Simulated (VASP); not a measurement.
# Sc5SbSe2 (Cmcm) in VASP: single point with PBE

Aim: the single point of Sc5SbSe2 with PBE.

Program: VASP 6.6.1. These are calculated values, not measurements. Logs are shortened: lines on timing, memory, paths and dates and some standing lists are left out, and cuts for length are marked.

### 1 The cell of the first run

It takes space group Cmcm (No. 63, orthorhombic). The conventional cell has a = 14.236 Å, b = 8.166 Å, c = 5.680 Å, α = 90.00°, β = 90.00°, γ = 90.00°. Sc (site symmetry m) has 4 Se at 2.73 to 3.01 Å and 1 Sb at 2.85 Å and 9 Sc at 3.29 to 3.53 Å within 3.6 Å. Within 3.6 Å of Sc (site symmetry m2m) lie 2 Se at 2.74 Å and 3 Sb at 3.06 to 3.09 Å and 10 Sc at 3.51 to 3.55 Å. Sc (site symmetry 2) has 8 Sc at 2.84 to 3.55 Å and 4 Se at 2.88 to 2.89 Å and 2 Sb at 2.98 Å within 3.7 Å. Sb (site symmetry m2m) has 9 Sc at 2.85 to 3.09 Å and 2 Sb at 3.38 Å within 3.7 Å. Se (site symmetry m) has 9 Sc at 2.73 to 3.01 Å and 2 Se at 3.43 Å within 3.6 Å.

### 2 Single point, PBE

INCAR

```
PREC     = Accurate       # precision mode
ENCUT    = 520            # plane-wave cutoff, eV
EDIFF    = 1E-6           # SCF threshold, eV
ISMEAR   = 0              # smearing method
SIGMA    = 0.2            # smearing width, eV
LREAL    = Auto         
LASPH    = True           # aspherical terms in the spheres
NELM     = 100            # most SCF steps
ALGO     = Normal         # electronic algorithm
ISIF     = 2              # what is computed and relaxed
LWAVE    = False          # write WAVECAR
LCHARG   = False          # write CHGCAR
GGA      = PE             # functional
NBANDS   = 86             # bands
```

KPOINTS

```
regular mesh
0
Gamma
  3 3 3
```

POSCAR

```
Sc5SbSe2
1.0
    7.1178006731     -4.0829704469      0.0000000000
    7.1178006731      4.0829704469      0.0000000000
    0.0000000000      0.0000000000      5.6802683468
Sc Sb Se
10 2 4
Direct
    0.7421349561     -0.0060390964      0.2500000000
    0.0060390964      0.2578650439      0.2500000000
    0.2378448336      0.7621551664      0.2500000000
    0.3276422577      0.3276422577      0.5000000000
    0.3276422577      0.3276422577      0.0000000000
   -0.0060390964      0.7421349561      0.7500000000
    0.2578650439      0.0060390964      0.7500000000
    0.7621551664      0.2378448336      0.7500000000
    0.6723577423      0.6723577423      0.0000000000
    0.6723577423      0.6723577423      0.5000000000
    0.6124068650      0.3875931350      0.2500000000
    0.3875931350      0.6124068650      0.7500000000
    0.0021408920      0.6164735931      0.2500000000
    0.3835264069     -0.0021408920      0.2500000000
    0.6164735931      0.0021408920      0.7500000000
   -0.0021408920      0.3835264069      0.7500000000
```

Potentials or basis: VASP PAW PBE potentials, release 64 (Sc_sv, Sb, Se).

Run with:

```bash
$ cat potpaw_PBE.64/Sc_sv/POTCAR potpaw_PBE.64/Sb/POTCAR potpaw_PBE.64/Se/POTCAR > POTCAR
$ mpirun -np 1 vasp_std > vasp.out
```

OUTCAR:

```text
PREC = Accurate
   ENCUT = 520
   EDIFF = 1E-6
   ISMEAR = 0
   LREAL = Auto
   LASPH = True
   NELM = 100
   ISIF = 2
   GGA = PE

 ion  position               nearest neighbor table
   1  0.742  0.994  0.250-  13 2.73  11 2.85  14 2.93  15 3.01  15 3.01  10 3.29   9 3.29   5 3.42
                             4 3.42
   2  0.006  0.258  0.250-  14 2.73  11 2.85  13 2.93  16 3.01  16 3.01   5 3.29   4 3.29  10 3.42
                             9 3.42
   3  0.238  0.762  0.250-  13 2.74  14 2.74  11 3.06  12 3.09  12 3.09
   4  0.328  0.328  0.500-   5 2.84   5 2.84  16 2.88  14 2.88  13 2.89  15 2.89  12 2.98  11 2.98
                             7 3.29   2 3.29   1 3.42   6 3.42
   5  0.328  0.328  0.000-   4 2.84   4 2.84  16 2.88  14 2.88  13 2.89  15 2.89  12 2.98  11 2.98
                             7 3.29   2 3.29   1 3.42   6 3.42
   6  0.994  0.742  0.750-  15 2.73  12 2.85  16 2.93  13 3.01  13 3.01  10 3.29   9 3.29   5 3.42
                             4 3.42
   7  0.258  0.006  0.750-  16 2.73  12 2.85  15 2.93  14 3.01  14 3.01   5 3.29   4 3.29  10 3.42
                             9 3.42
   8  0.762  0.238  0.750-  15 2.74  16 2.74  12 3.06  11 3.09  11 3.09
   9  0.672  0.672  0.000-  10 2.84  10 2.84  15 2.88  13 2.88  16 2.89  14 2.89  12 2.98  11 2.98
                             1 3.29   6 3.29   2 3.42   7 3.42
  10  0.672  0.672  0.500-   9 2.84   9 2.84  15 2.88  13 2.88  16 2.89  14 2.89  12 2.98  11 2.98
                             1 3.29   6 3.29   2 3.42   7 3.42
  11  0.612  0.388  0.250-   1 2.85   2 2.85   4 2.98   5 2.98   9 2.98  10 2.98   3 3.06   8 3.09
                             8 3.09  12 3.38  12 3.38
  12  0.388  0.612  0.750-   6 2.85   7 2.85   4 2.98   5 2.98   9 2.98  10 2.98   8 3.06   3 3.09
                             3 3.09  11 3.38  11 3.38
  13  0.002  0.616  0.250-   1 2.73   3 2.74   9 2.88  10 2.88   4 2.89   5 2.89   2 2.93   6 3.01
                             6 3.01
  14  0.384  0.998  0.250-   2 2.73   3 2.74   4 2.88   5 2.88   9 2.89  10 2.89   1 2.93   7 3.01
                             7 3.01
  15  0.616  0.002  0.750-   6 2.73   8 2.74   9 2.88  10 2.88   4 2.89   5 2.89   7 2.93   1 3.01
                             1 3.01
  16  0.998  0.384  0.750-   7 2.73   8 2.74   4 2.88   5 2.88   9 2.89  10 2.89   6 2.93   2 3.01
                             2 3.01

  LATTYP: Found a base centered orthorhombic cell.
 ALAT       =     8.1659408938
 B/A-ratio  =     1.7432897851
 C/A-ratio  =     0.6956048814

  Lattice vectors:

 A1 = (  -7.1178006731,  -4.0829704469,   0.0000000000)
 A2 = (   7.1178006731,  -4.0829704469,   0.0000000000)
 A3 = (   0.0000000000,   0.0000000000,   5.6802683468)

Analysis of symmetry for initial positions (statically):
=====================================================================
 Subroutine PRICEL returns:
 Original cell was already a primitive cell.

 Routine SETGRP: Setting up the symmetry group for a
 base centered orthorhombic supercell.
[... 146 lines left out ...]
   EFERMI =   0.00;   METHOD = LEGACY
   ISMEAR =     0;   SIGMA  =   0.20  broadening in eV -4-tet -1-fermi 0-gaus
   EFERMI_NEDOS =   21; number of points for ismear=-14 and -15
   IALGO  =     38    algorithm
   IMIX   =      4    mixing-type and parameters
     AMIX     =   0.40;   BMIX     =  1.00
     AMIX_MAG =   1.60;   BMIX_MAG =  1.00
  volume/ion in A,a.u.               =      20.63       139.25
  Fermi-wavevector in a.u.,A,eV,Ry     =   1.241525  2.346141 20.971796  1.541384
  Thomas-Fermi vector in A             =   2.375919
   LORBIT       =      0    0 simple, 1 ext, 2 COOP (PROOUT), +10 PAW based schemes
   GGA     = PE    functional components
   LHFCALC =     F    Hartree Fock is set to
   AEXX    =    0.0000 exact exchange contribution
   IVDW    =     0    specifies the selected vdW correction
   LEPSILON=     F    determine dielectric tensor
   LRPA    =     F    only Hartree local field effects (RPA)
 non-spin polarized calculation
 Gauss-broadening in eV      SIGMA  =   0.20
  energy-cutoff  :      520.00
  volume of cell :      330.16
 maximum number of plane-waves:      8917
 NGX is ok and might be reduce to    64
   NGX = 31   NGY = 31   NGZ = 21

 number of electron     144.0000008 magnetization

 Free energy of the ion-electron system (eV)
  ---------------------------------------------------
  ext. energy  EPLUGINS =         0.00000000
  ---------------------------------------------------
  free energy    TOTEN  =      -100.66770110 eV

  energy without entropy =     -100.42215702  energy(sigma->0) =     -100.54492906

 E-fermi :   6.5768     XC(G=0): -10.6072

 val. band max:        6.5514930723   @ k =  -0.3333   0.3333   0.0000
 cond. band min:       6.5918508005   @ k =   0.3333   0.3333   0.3333
 fundamental gap:      0.0403577282
 Fermi energy:         6.5767785317

 k-point     1 :       0.0000    0.0000    0.0000
  band No.  band energies     occupation
      1     -43.2770      2.00000
      2     -43.2716      2.00000
      3     -43.2653      2.00000
      4     -43.2631      2.00000
      5     -43.2529      2.00000
      6     -43.2506      2.00000
[... 685 lines left out ...]
     83       7.9259      0.00000
     84       8.0001      0.00000
 [bands above 84 left out]

------------------------ aborting loop because EDIFF is reached ----------------------------------------

  FORCE on cell =-STRESS in cart. coord.  units (eV):
  Direction    XX          YY          ZZ          XY          YZ          ZX
  --------------------------------------------------------------------------------------
  -------------------------------------------------------------------------------------
  Total       -0.0642029      0.0752745      0.5686799      0.0000000     -0.0000000      0.0000000
  in kB       -0.3115619      0.3652897      2.7596725      0.0000000     -0.0000000      0.0000000
  external PRESSURE =       0.9378001 kB  Pullay stress =       0.0000000 kB

 VOLUME and BASIS-vectors are now :
 -----------------------------------------------------------------------------
  energy-cutoff  :      520.00
  volume of cell :      330.16
      direct lattice vectors                 reciprocal lattice vectors
     7.117800673 -4.082970447  0.000000000     0.070246418 -0.122459863  0.000000000
     7.117800673  4.082970447  0.000000000     0.070246418  0.122459863  0.000000000
     0.000000000  0.000000000  5.680268347     0.000000000  0.000000000  0.176048021

 POSITION                                       TOTAL-FORCE (eV/Angst)
 -----------------------------------------------------------------------------------
     12.35718      1.02820      1.42007         0.033281      0.050959     -0.000000
      1.87842      1.02820      1.42007        -0.033281      0.050959     -0.000000
      7.11780      2.14074      1.42007         0.000000     -0.027337     -0.000000
      4.66418      0.00000      2.84013         0.011568      0.000000     -0.000000
      4.66418      0.00000      0.00000         0.011568      0.000000     -0.000000
     12.35718     -1.02820      4.26020         0.033281     -0.050959     -0.000000
[... 8 lines left out ...]
      4.40317     -2.50830      4.26020        -0.018930     -0.020630     -0.000000
      9.83243     -2.50830      4.26020         0.018930     -0.020630     -0.000000
 -----------------------------------------------------------------------------------
    total drift:                                0.000000     -0.000000      0.000000

  FREE ENERGIE OF THE ION-ELECTRON SYSTEM (eV)
  ---------------------------------------------------
  free  energy   TOTEN  =      -100.6677010987 eV

  energy  without entropy=     -100.4221570169  energy(sigma->0) =     -100.54492906
```

OSZICAR:

```text
N       E                     dE             d eps       ncg     rms          rms(c)
DAV:   1     0.296080968589E+04    0.29608E+04   -0.60825E+04  1392   0.172E+03
DAV:   2     0.274722442699E+03   -0.26861E+04   -0.26516E+04  1920   0.774E+02
DAV:   3    -0.791759851388E+02   -0.35390E+03   -0.34223E+03  2270   0.345E+02
DAV:   4    -0.107339910111E+03   -0.28164E+02   -0.27041E+02  2240   0.805E+01
DAV:   5    -0.108657346688E+03   -0.13174E+01   -0.12678E+01  2240   0.209E+01    0.228E+01
DAV:   6    -0.101214474766E+03    0.74429E+01   -0.31717E+01  1992   0.277E+01    0.826E+00
DAV:   7    -0.100975540238E+03    0.23893E+00   -0.49654E+00  2112   0.115E+01    0.490E+00
DAV:   8    -0.100721785851E+03    0.25375E+00   -0.20347E+00  2064   0.946E+00    0.250E+00
DAV:   9    -0.100675875787E+03    0.45910E-01   -0.44466E-01  2008   0.328E+00    0.674E-01
DAV:  10    -0.100668528768E+03    0.73470E-02   -0.55769E-02  2032   0.145E+00    0.376E-01
DAV:  11    -0.100667985902E+03    0.54287E-03   -0.19170E-02  2224   0.587E-01    0.204E-01
DAV:  12    -0.100667788733E+03    0.19717E-03   -0.65437E-03  1984   0.475E-01    0.843E-02
DAV:  13    -0.100667716514E+03    0.72219E-04   -0.10995E-03  2016   0.202E-01    0.316E-02
DAV:  14    -0.100667702758E+03    0.13756E-04   -0.74513E-05  2128   0.562E-02    0.814E-03
DAV:  15    -0.100667700998E+03    0.17599E-05   -0.88620E-06  1544   0.150E-02    0.228E-03
DAV:  16    -0.100667701099E+03   -0.10094E-06   -0.74852E-07  1024   0.761E-03
   1 F= -.10066770E+03 E0= -.10054493E+03  d E =-.245544E+00
```

Run time: 7 min. Hardware: 1 thread of Intel Xeon 6975P-C (Granite Rapids), shared host; peak memory 0.5 GiB.

What came out:

```
Free energy            : -100.6677 eV
Pressure               : 0.1 GPa
Largest force          : 0.061 eV/Å
Band gap on the k mesh : zero (band 72 reaches 6.60 eV, above the bottom of band 73 at 6.26 eV)
```

Forces on the atoms (eV/Å):
```
Sc   0.033  0.051  0.000
Sc  -0.033  0.051  0.000
Sc   0.000 -0.027  0.000
Sc   0.012  0.000  0.000
Sc   0.012  0.000  0.000
Sc   0.033 -0.051  0.000
Sc  -0.033 -0.051  0.000
Sc   0.000  0.027  0.000
Sc  -0.012  0.000  0.000
Sc  -0.012  0.000  0.000
Sb   0.000 -0.033  0.000
Sb   0.000  0.033  0.000
Se  -0.019  0.021  0.000
Se   0.019  0.021  0.000
Se  -0.019 -0.021  0.000
Se   0.019 -0.021  0.000
```

Levels at points of the mesh, in eV from the Fermi level:
| k point | band 69 | band 70 | band 71 | band 72 | band 73 | band 74 | band 75 | band 76 |
| --- | --- | --- | --- | --- | --- | --- | --- | --- |
| (0.00, 0.00, 0.00) | -0.88 | -0.81 | -0.41 | -0.35 | -0.31 | 0.22 | 0.33 | 0.36 |

Caveat: the k points lie up to 0.37 Å⁻¹ apart; spin-orbit coupling is left out, which moves the levels of the heavy elements.
